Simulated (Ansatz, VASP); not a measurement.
One calculation of SnO, two programs

```
Sn O
1.0
     3.79860    0.00000    0.00000
     0.00000    3.79860    0.00000
     0.00000    0.00000    4.84080
Sn O
2 2
Direct
  0.50000 0.00000 0.23690
  0.00000 0.50000 0.76310
  0.00000 0.00000 0.00000
  0.50000 0.50000 0.00000
```

Alike in both runs: task single point; functional PBE; k mesh 8 × 8 × 6; occupations gaussian, width 0.05 eV; no spin polarisation.

|  | VASP | Ansatz |
| --- | --- | --- |
| version | VASP 6.6.1 | Ansatz 0.2.0 |
| potentials or method | VASP PAW PBE potentials, release 64 (Sn_d, O), cutoff 520 eV | scalar-relativistic, plane waves, PAW |
| valence electrons in the cell | 40 | 40 |

|  | VASP | Ansatz | Ansatz less VASP |
| --- | --- | --- | --- |
| gap on the k mesh at the Fermi level (eV) | 0.07 | 0.06 | -0.014 |
| pressure (GPa) | 5.1 | 4.8 | -0.25 |
| traceless stress, the component that is largest in VASP (GPa) | -0.77 | -0.78 | -0.012 |
| rms of the force components (eV/Å) | 0.241 | 0.206 | -0.0354 |

Atom by atom the forces differ by 0.035 eV/Å (rms over components).
